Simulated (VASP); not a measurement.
**AlRu: single point with PBE0**

Crystal: AlRu.

```
Ru Al
1.0
     3.03097    0.00000    0.00000
     0.00000    3.03097    0.00000
     0.00000    0.00000    3.03097
Ru Al
1 1
Direct
  0.50000 0.50000 0.50000
  0.00000 0.00000 0.00000
```

```yaml
Program: VASP 6.6.1
Task: single point
Functional: PBE0
Potentials_or_basis: VASP PAW PBE potentials, release 64 (Ru_pv, Al)
Cutoff: 520 eV
k_mesh: 6 × 6 × 6
Occupations: fermi-dirac, width 0.05 eV
Spin: no spin polarisation
```

The pressure is -12.0 GPa and the band gap on the k mesh is zero (an odd number of electrons rules out a gap without spin polarisation).

Levels at points of the mesh, in eV from the Fermi level:
```csv
k point,band 4,band 5,band 6,band 7,band 8,band 9,band 10,band 11,band 12,band 13
"(0.00, 0.00, 0.00)",-10.71,-3.97,-3.97,0.42,0.42,0.42,7.36,7.36,7.36,12.69
"(0.50, 0.00, 0.00)",-6.47,-6.16,-3.12,-2.14,-2.14,0.81,3.61,8.97,12.66,12.66
"(0.50, 0.50, 0.00)",-6.86,-3.40,-1.57,-1.57,-1.49,-1.49,2.71,6.80,7.35,12.07
"(0.50, 0.50, 0.50)",-5.32,-5.32,-5.32,2.78,2.78,3.63,5.34,5.34,5.34,9.87
```

It took 48 min on 1 thread of Intel(R) Xeon(R) Platinum 8259CL CPU @ 2.50GHz (Skylake/Cascade Lake), on a shared host, peak memory 0.16 GiB.

Caveat: the cell stands under tension; the PAW data sets were made with another functional, which shifts forces and pressure a little.
